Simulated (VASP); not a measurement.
# AlSn (P-6m2) in VASP: settings compared, part 2 of 2

VASP 6.6.1.

## Step 3: Single point, RPBE

This run uses another cell than the first one, of 25.24 Å³/atom, 0.962 times its volume.

INCAR

```
PREC     = Accurate       # precision mode
ENCUT    = 520            # plane-wave cutoff, eV
EDIFF    = 1E-7           # SCF threshold, eV
ISMEAR   = 0              # smearing method
SIGMA    = 0.02           # smearing width, eV
LREAL    = F              # projectors in reciprocal space
LASPH    = T              # aspherical terms in the spheres
NELM     = 60             # most SCF steps
ALGO     = Normal         # electronic algorithm
ISIF     = 2              # what is computed and relaxed
LWAVE    = F              # write WAVECAR
LCHARG   = F              # write CHGCAR
GGA      = RP             # functional
NBANDS   = 16             # bands
```

KPOINTS

```
Automatic mesh
0
Gamma
  7 7 8
```

POSCAR

```
AlSn
1.0
    4.1981056200      0.0000000000      0.0000000000
   -2.0990528100      3.6356661147      0.0000000000
    0.0000000000      0.0000000000      3.3068470000
Sn Al
1 1
Direct
    0.0000000000      0.0000000000      0.5000000000
    0.6666666667      0.3333333333      0.0000000000
```

Potentials or basis: VASP PAW PBE potentials, release 64 (Sn_d, Al).

Launch:

```bash
cat potpaw_PBE.64/Sn_d/POTCAR potpaw_PBE.64/Al/POTCAR > POTCAR
mpirun -np 1 vasp_std > vasp.out
```

OUTCAR:

```text
PREC = Accurate
   ENCUT = 520
   EDIFF = 1E-7
   ISMEAR = 0
   LREAL = F
   LASPH = T
   NELM = 60
   ISIF = 2
   GGA = RP

 ion  position               nearest neighbor table
   1  0.000  0.000  0.500-   2 2.93   2 2.93   2 2.93   2 2.93   2 2.93   2 2.93
   2  0.667  0.333  0.000-   1 2.93   1 2.93   1 2.93   1 2.93   1 2.93   1 2.93

  LATTYP: Found a hexagonal cell.
 ALAT       =     4.1981056200
 C/A-ratio  =     0.7876998102

  Lattice vectors:

 A1 = (   4.1981056200,   0.0000000000,   0.0000000000)
 A2 = (  -2.0990528100,   3.6356661147,   0.0000000000)
 A3 = (   0.0000000000,   0.0000000000,   3.3068470000)

Analysis of symmetry for initial positions (statically):
=====================================================================
 Subroutine PRICEL returns:
 Original cell was already a primitive cell.

 Routine SETGRP: Setting up the symmetry group for a
 hexagonal supercell.

 Subroutine GETGRP returns: Found 12 space group operations
 (whereof 12 operations were pure point group operations)
 out of a pool of 24 trial point group operations.

The static configuration has the point symmetry D_3h.

Analysis of symmetry for dynamics (positions and initial velocities):
=====================================================================
 Subroutine PRICEL returns:
 Original cell was already a primitive cell.

 Routine SETGRP: Setting up the symmetry group for a
 hexagonal supercell.

 Subroutine GETGRP returns: Found 12 space group operations
 (whereof 12 operations were pure point group operations)
 out of a pool of 24 trial point group operations.

The dynamic configuration has the point symmetry D_3h.

 Subroutine INISYM returns: Found 12 space group operations
 (whereof 12 operations are pure point group operations),
 and found     1 'primitive' translations

----------------------------------------------------------------------------------------

                                     Primitive cell

  volume of cell :      50.4721

  direct lattice vectors                    reciprocal lattice vectors
     4.198105620  0.000000000  0.000000000     0.238202678  0.137526380  0.000000000
    -2.099052810  3.635666115  0.000000000     0.000000000  0.275052760  0.000000000
     0.000000000  0.000000000  3.306847000     0.000000000  0.000000000  0.302402863

  length of vectors
     4.198105620  4.198105620  3.306847000     0.275052760  0.275052760  0.302402863

  position of ions in fractional coordinates (direct lattice)
     0.000000000  0.000000000  0.500000000
     0.666666667  0.333333333  0.000000000

  ion indices of the primitive-cell ions
   primitive index   ion index
                 1           1
                 2           2

----------------------------------------------------------------------------------------

 KPOINTS: Automatic mesh

Automatic generation of k-mesh.
 Grid dimensions read from file:
 generate k-points for:    7    7    8

 Generating k-lattice:

  Cartesian coordinates                     Fractional coordinates (reciprocal lattice)
     0.034028954  0.019646626  0.000000000     0.142857143 -0.000000000  0.000000000
     0.000000000  0.039293251  0.000000000     0.000000000  0.142857143  0.000000000
     0.000000000  0.000000000  0.037800358     0.000000000  0.000000000  0.125000000

  Length of vectors
     0.039293251  0.039293251  0.037800358

  Shift w.r.t. Gamma in fractional coordinates (k-lattice)
     0.000000000  0.000000000  0.000000000

 Subroutine IBZKPT returns following result:
 ===========================================

 Found     40 irreducible k-points:

 Following reciprocal coordinates:
            Coordinates               Weight
  0.000000  0.000000  0.000000      1.000000
  0.142857  0.000000  0.000000      6.000000
  0.285714  0.000000  0.000000      6.000000
  0.428571  0.000000  0.000000      6.000000
  0.142857  0.142857  0.000000      6.000000
  0.285714  0.142857  0.000000     12.000000
[... 16 lines left out ...]
  0.428571  0.142857  0.250000     12.000000
  0.285714  0.285714  0.250000     12.000000
 [... further k-points ...]
   k-points           NKPTS =     40   k-points in BZ     NKDIM =     40   number of bands    NBANDS=     16
   number of dos      NEDOS =    301   number of ions     NIONS =      2
   total plane-waves  NPLWV =  28672
   dimension x,y,z NGX =    32 NGY =   32 NGZ =   28
   dimension x,y,z NGXF=    64 NGYF=   64 NGZF=   56
   ions per type =               1   1
   NGX,Y,Z   is equivalent  to a cutoff of  12.67, 12.67, 14.08 a.u.
   NGXF,Y,Z  is equivalent  to a cutoff of  25.34, 25.34, 28.15 a.u.
 SYSTEM =  unknown system
   PREC   = accura    normal or accurate (medium, high low for compatibility)
   ISTART =      0    job   : 0-new  1-cont  2-samecut
   ICHARG =      2    charge: 1-file 2-atom 10-const
   ISPIN  =      1    spin polarized calculation?
   LNONCOLLINEAR =      F non collinear calculations
   LSORBIT =      F    spin-orbit coupling
   LASPH  =      T    aspherical Exc in radial PAW
   ENCUT  =  520.0 eV  38.22 Ry    6.18 a.u.   7.81  7.81  6.15*2*pi/ulx,y,z
   NELM   =     60;   NELMIN=  2; NELMDL= -5     # of ELM steps
   EDIFF  = 0.1E-06   stopping-criterion for ELM
   LREAL  =      F    real-space projection
   EDIFFG = 0.1E-05   stopping-criterion for IOM
   NSW    =      0    number of steps for IOM
   IBRION =     -1    ionic relax: 0-MD 1-quasi-New 2-CG
   NFREE  =      0    steps in history (QN), initial steepest desc. (CG)
   ISIF   =      2    stress and relaxation
   ISYM   =      2    0-nonsym 1-usesym 2-fastsym
   POTIM  = 0.5000    time-step for ionic-motion
   TEBEG  =    0.0;   TEEND  =   0.0 temperature during run
   PSTRESS=    0.0 pullay stress
   NELECT =      17.0000    total number of electrons
   NUPDOWN=      -1.0000    fix difference up-down
   EMIN   =  10.00;   EMAX   =-10.00  energy-range for DOS
   EFERMI =   0.00;   METHOD = LEGACY
   ISMEAR =     0;   SIGMA  =   0.02  broadening in eV -4-tet -1-fermi 0-gaus
   EFERMI_NEDOS =   21; number of points for ismear=-14 and -15
   IALGO  =     38    algorithm
   IMIX   =      4    mixing-type and parameters
     AMIX     =   0.40;   BMIX     =  1.00
     AMIX_MAG =   1.60;   BMIX_MAG =  1.00
  volume/ion in A,a.u.               =      25.24       170.30
  Fermi-wavevector in a.u.,A,eV,Ry     =   1.139044  2.152482 17.652500  1.297422
  Thomas-Fermi vector in A             =   2.275748
   LORBIT       =      0    0 simple, 1 ext, 2 COOP (PROOUT), +10 PAW based schemes
   GGA     = RP    functional components
   LHFCALC =     F    Hartree Fock is set to
   AEXX    =    0.0000 exact exchange contribution
   IVDW    =     0    specifies the selected vdW correction
   LEPSILON=     F    determine dielectric tensor
   LRPA    =     F    only Hartree local field effects (RPA)
 non-spin polarized calculation
 Gauss-broadening in eV      SIGMA  =   0.02
  energy-cutoff  :      520.00
  volume of cell :       50.47
 maximum number of plane-waves:      1374
 NGX is ok and might be reduce to    32
   NGX = 15   NGY = 15   NGZ = 13

 number of electron      17.0000006 magnetization

 Free energy of the ion-electron system (eV)
  ---------------------------------------------------
  ext. energy  EPLUGINS =         0.00000000
  ---------------------------------------------------
  free energy    TOTEN  =        -6.58979649 eV

  energy without entropy =       -6.58970463  energy(sigma->0) =       -6.58975056

 E-fermi :   6.5259     XC(G=0):  -9.4846

 val. band max:        6.4696856410   @ k =   0.2857   0.2857   0.2500
 cond. band min:       6.5354697699   @ k =   0.0000   0.0000   0.1250
 fundamental gap:      0.0657841289
 Fermi energy:         6.5259358260

 k-point     1 :       0.0000    0.0000    0.0000
  band No.  band energies     occupation
      1     -14.8837      2.00000
      2     -14.7837      2.00000
      3     -14.7837      2.00000
      4     -14.7610      2.00000
      5     -14.7610      2.00000
      6      -3.9063      2.00000
[... 8 lines left out ...]
     15      18.1966      0.00000
     16      19.2924      0.00000
[... 419 lines left out ...]
 k-point    24 :       0.2857    0.2857    0.2500
  band No.  band energies     occupation
      1     -14.8014      2.00000
      2     -14.7982      2.00000
      3     -14.7861      2.00000
      4     -14.7744      2.00000
      5     -14.7659      2.00000
      6      -0.9705      2.00000
[... 8 lines left out ...]
     15      18.7268      0.00000
     16      18.7947      0.00000

 [... further k-points ...]

------------------------ aborting loop because EDIFF is reached ----------------------------------------

  FORCE on cell =-STRESS in cart. coord.  units (eV):
  Direction    XX          YY          ZZ          XY          YZ          ZX
  --------------------------------------------------------------------------------------
  -------------------------------------------------------------------------------------
  Total        0.3603418      0.3603418      0.6505950      0.0000000      0.0000000     -0.0000000
  in kB       11.4386230     11.4386230     20.6523669      0.0000000      0.0000000     -0.0000000
  external PRESSURE =      14.5098710 kB  Pullay stress =       0.0000000 kB

 VOLUME and BASIS-vectors are now :
 -----------------------------------------------------------------------------
  energy-cutoff  :      520.00
  volume of cell :       50.47
      direct lattice vectors                 reciprocal lattice vectors
     4.198105620  0.000000000  0.000000000     0.238202678  0.137526380  0.000000000
    -2.099052810  3.635666115  0.000000000     0.000000000  0.275052760  0.000000000
     0.000000000  0.000000000  3.306847000     0.000000000  0.000000000  0.302402863

 POSITION                                       TOTAL-FORCE (eV/Angst)
 -----------------------------------------------------------------------------------
      0.00000      0.00000      1.65342         0.000000     -0.000000      0.000000
      2.09905      1.21189      0.00000        -0.000000      0.000000      0.000000
 -----------------------------------------------------------------------------------
    total drift:                                0.000000     -0.000000      0.000000

  FREE ENERGIE OF THE ION-ELECTRON SYSTEM (eV)
  ---------------------------------------------------
  free  energy   TOTEN  =        -6.5897964878 eV

  energy  without entropy=       -6.5897046256  energy(sigma->0) =       -6.58975056
```

It took 23 s on 1 thread of Intel Xeon 6975P-C, shared host; peak memory 0.19 GiB.

What came out:

```
Free energy : -6.5898 eV
Pressure    : 1.5 GPa
```

Caveat: the PAW data sets were made with another functional, which shifts forces and pressure a little; spin-orbit coupling is left out, which moves the levels of the heavy elements.

## Step 4: Single point, PBEsol

This run uses another cell than the first one, of 25.24 Å³/atom, 0.962 times its volume.

INCAR

```
PREC = Accurate
ENCUT = 520
EDIFF = 1E-6
ISMEAR = 0
SIGMA = 0.02
LREAL = False
LASPH = True
NELM = 60
ALGO = Normal
ISIF = 2
LWAVE = False
LCHARG = False
GGA = PS
NBANDS = 16
```

KPOINTS is that of step 3.

POSCAR is that of step 3.

Launch:

```bash
cat potpaw_PBE.64/Sn_d/POTCAR potpaw_PBE.64/Al/POTCAR > POTCAR
mpirun -np 1 vasp_std > vasp.out
```

Wall time 23 s (1 thread of Intel Xeon 6975P-C, shared host); peak memory 0.19 GiB.

Results (log left out):

* Free energy: -7.9645 eV
* Pressure: -1.8 GPa

Stress tensor (GPa, compression positive):
```
-2.03  0.00  0.00
 0.00 -2.03  0.00
 0.00  0.00 -1.42
```

Levels at points of the mesh, in eV from the Fermi level:
```csv
k point,band 5,band 6,band 7,band 8,band 9,band 10,band 11,band 12
"(0.00, 0.00, 0.00)",-21.14,-10.47,-0.22,-0.22,0.68,2.59,3.12,3.12
"(0.00, 0.00, 0.50)",-21.08,-7.45,-6.21,2.70,2.70,3.60,3.60,3.75
```

Caveat: the PAW data sets were made with another functional, which shifts forces and pressure a little; spin-orbit coupling is left out, which moves the levels of the heavy elements.

## Step 5: Single point, LDA

This run uses another cell than the first one, of 23.72 Å³/atom, 0.904 times its volume.

INCAR

```
SYSTEM = AlSn
PREC     = Accurate       ! precision mode
ENCUT    = 520            ! plane-wave cutoff, eV
EDIFF    = 1E-7           ! SCF threshold, eV
ISMEAR   = -1             ! smearing method
SIGMA    = 0.05           ! smearing width, eV
LREAL    = .FALSE.        ! projectors in reciprocal space
LASPH    = .TRUE.         ! aspherical terms in the spheres
NELM     = 80             ! most SCF steps
ALGO     = Normal         ! electronic algorithm
ISIF     = 2              ! what is computed and relaxed
LWAVE    = .FALSE.        ! write WAVECAR
LCHARG   = .TRUE.         ! write CHGCAR
LELF     = .TRUE.         ! ELF
LVHAR    = .TRUE.       
NBANDS   = 16             ! bands
```

KPOINTS

```
regular mesh
0
G
  7 7 8
  0 0 0
```

POSCAR

```
AlSn
1.0
    4.1124059441      0.0000000000      0.0000000000
   -2.0562029720      3.5614480182      0.0000000000
    0.0000000000      0.0000000000      3.2393413848
Sn Al
1 1
Direct
    0.3333333333      0.6666666667      0.5000000000
    0.0000000000      0.0000000000      0.0000000000
```

Potentials or basis: VASP PAW LDA potentials, release 64 (Sn_d, Al).

Launch:

```bash
cat potpaw_LDA.64/Sn_d/POTCAR potpaw_LDA.64/Al/POTCAR > POTCAR
mpirun -np 1 vasp_std > vasp.out
```

It took 20 s on 1 thread of Intel Xeon Platinum 8488C (Sapphire Rapids), shared host; peak memory 0.16 GiB.

It converged, with:

* Free energy: -8.3289 eV
* Pressure: 0.2 GPa

Stress tensor (GPa, compression positive):
```
-0.09  0.00  0.00
 0.00 -0.09  0.00
 0.00  0.00  0.79
```

Levels at points of the mesh, in eV from the Fermi level:
| k point | band 5 | band 6 | band 7 | band 8 | band 9 | band 10 | band 11 | band 12 |
| --- | --- | --- | --- | --- | --- | --- | --- | --- |
| (0.00, 0.00, 0.00) | -21.18 | -10.88 | -0.26 | -0.26 | 0.96 | 2.68 | 3.19 | 3.19 |
| (0.00, 0.00, 0.50) | -21.12 | -7.69 | -6.49 | 2.81 | 2.81 | 3.73 | 3.73 | 4.08 |

Caveat: spin-orbit coupling is left out, which moves the levels of the heavy elements.

## Step 6: Summary

| level | potentials or basis | cell | smearing | gap on the mesh (eV) | pressure (GPa) |
| --- | --- | --- | --- | --- | --- |
| PBEsol | VASP PAW PBE potentials, release 64 (Sn_d, Al) | a = 4.253, b = 4.253, c = 3.350 Å, angles 90.0, 90.0, 120.0°, 2 atoms | fermi-dirac 0.05 eV | none | -3.5 |
| RPBE | VASP PAW PBE potentials, release 64 (Sn_d, Al) | a = 4.198, b = 4.198, c = 3.307 Å, angles 90.0, 90.0, 120.0°, 2 atoms | gaussian 0.02 eV | none | 1.5 |
| PBEsol | VASP PAW PBE potentials, release 64 (Sn_d, Al) | a = 4.198, b = 4.198, c = 3.307 Å, angles 90.0, 90.0, 120.0°, 2 atoms | gaussian 0.02 eV | none | -1.8 |
| LDA | VASP PAW LDA potentials, release 64 (Sn_d, Al) | a = 4.112, b = 4.112, c = 3.239 Å, angles 90.0, 90.0, 120.0°, 2 atoms | fermi-dirac 0.05 eV | none | 0.2 |

Alike in all rows: task single point; no spin polarisation; k mesh 7 × 7 × 8; cutoff (eV) 520.

Caveats: spin-orbit coupling is left out, which moves the levels of the heavy elements; the PAW data sets were made with another functional, which shifts forces and pressure a little (some runs).

Absolute energies hang on the potentials; compare differences alone.
